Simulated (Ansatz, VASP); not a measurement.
Two plane-wave programs on SrO

The input INCAR:

```
  PREC = Accurate
  ENCUT = 520
  EDIFF = 1E-7
  ISMEAR = 0
  SIGMA = 0.05
  LREAL = False
  LASPH = True
  NELM = 60
  ALGO = Normal
  ISIF = 2
  LWAVE = False
  LCHARG = False
  GGA = PE
  NBANDS = 24
```

Contents of KPOINTS:

```
Automatic mesh
0
Gamma
  9 9 4
```

POSCAR

```
SrO
1.0
    3.6066365453      0.0000000000      0.0000000000
   -1.8033182727      3.1234388704      0.0000000000
    0.0000000000      0.0000000000      6.2944353951
Sr O
2 2
Direct
    0.3333333333      0.6666666667      0.2508657934
    0.6666666667      0.3333333333      0.7508657934
    0.0000000000      0.0000000000     -0.0047415976
    0.0000000000      0.0000000000      0.4952584024
```

Input for Ansatz:

```yaml
crystal:
  lattice:
    - [3.6066365453, 0.0, 0.0]
    - [-1.8033182727, 3.1234388704, 0.0]
    - [0.0, 0.0, 6.2944353951]
  atoms:
    - { symbol: Sr, position: [0.3333333333, 0.6666666667, 0.2508657934] }
    - { symbol: Sr, position: [0.6666666667, 0.3333333333, 0.7508657934] }
    - { symbol: O, position: [0.0, 0.0, -0.0047415976] }
    - { symbol: O, position: [0.0, 0.0, 0.4952584024] }
basis:
  ecutwfc: 520.0
kpoints:
  mp_grid: { grid: [9, 9, 4] }
hamiltonian:
  xc: pbe
scf:
  occupations: { method: gaussian, width: 0.05 }
output:
  forces: true
  stress: true
  eigenvalues: true
```

Change from the starting cell: mode 8 frozen in at -0.030 Å, equal normal strain along x, y and z +0.0083.

Alike in both runs: task single point; functional PBE; k mesh 9 × 9 × 4; occupations gaussian, width 0.05 eV; no spin polarisation.

|  | VASP | Ansatz |
| --- | --- | --- |
| version | VASP 6.6.1 | Ansatz 0.2.0 |
| potentials or method | VASP PAW PBE potentials, release 64 (Sr_sv, O), cutoff 520 eV | scalar-relativistic, plane waves, PAW |
| valence electrons in the cell | 32 | 32 |

|  | VASP | Ansatz | Ansatz less VASP |
| --- | --- | --- | --- |
| gap on the k mesh at the Fermi level (eV) | 2.84 | 2.84 | +0.004 |
| least direct gap on the mesh (eV) | 2.84 | 2.84 | +0.004 |
| pressure (GPa) | -1.4 | -1.9 | -0.47 |
| traceless stress, the component that is largest in VASP (GPa) | -0.20 | -0.20 | +0.007 |
| rms of the force components (eV/Å) | 0.036 | 0.033 | -0.0026 |

Atom by atom the forces differ by 0.003 eV/Å (rms over components). With one functional, cell and mesh, what is left measures potentials, basis and numerics.
